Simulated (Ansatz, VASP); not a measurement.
## One calculation of Ge, two programs

```
Ge
1.0
    -2.57449    2.57449    1.39741
     2.57449   -2.57449    1.39741
     2.57449    2.57449   -1.39741
Ge
2
Direct
  0.50000 0.50000 0.00000
  0.25000 0.75000 0.50000
```

Alike in both runs: functional RPBE; k mesh 11 × 11 × 11; occupations fermi-dirac, width 0.05 eV; no spin polarisation.

```csv
,VASP,Ansatz
version,VASP 6.6.1,Ansatz 0.2.0
potentials or method,"VASP PAW PBE potentials, release 64 (Ge_d), cutoff 520 eV","all-electron LAPW, scalar-relativistic"
task,single point,band structure
```

Ansatz gave:

```
gap on the k mesh at the Fermi level (eV)                     : none
pressure (GPa)                                                : 5.0
traceless stress, the component that is largest in VASP (GPa) : -0.08
```

Q: What did VASP give for the same quantities?

A: gap on the k mesh at the Fermi level (eV): none; pressure (GPa): 4.8; traceless stress, the component that is largest in VASP (GPa): -0.07.

VASP's potentials were made for PBE, not for RPBE. A gap of «none» marks a metal or a gap that the smearing closes. Ansatz ran all-electron here, and VASP with PAW potentials.
